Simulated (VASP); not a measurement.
AgCl:

```xyz
2
Lattice="0.0000 2.7350 2.7350 2.7350 0.0000 2.7350 2.7350 2.7350 0.0000" Properties=species:S:1:pos:R:3 pbc="T T T"
Ag    0.0000    0.0000    0.0000
Cl    2.7350    2.7350    2.7350
```

Base run:

| Quantity | Value |
| --- | --- |
| Program | VASP 6.6.1 |
| Functional | PBEsol |
| Potentials or basis | VASP PAW PBE potentials, release 64 (Ag_sv_GW, Cl) |
| Cutoff | 630 eV |
| k mesh | 8 × 8 × 8 |
| Occupations | fermi-dirac, width 0.05 eV |
| Spin | no spin polarisation |
| Hubbard terms | Ag d U = 2.0 eV |

Its results: band gap on the k mesh 1.01 eV (least direct gap 3.29 eV); pressure -0.5 GPa.

Question: The run is repeated on the same cell with these changes: hubbard terms from Ag d U = 2.0 eV to Ag d U = 6.0 eV. What comes out?

Answer: Band gap on the k mesh 1.55 eV (least direct gap 3.40 eV); pressure 0.1 GPa.

Caveats: the PAW data sets were made with another functional, which shifts forces and pressure a little.

A k mesh can miss the band edges.
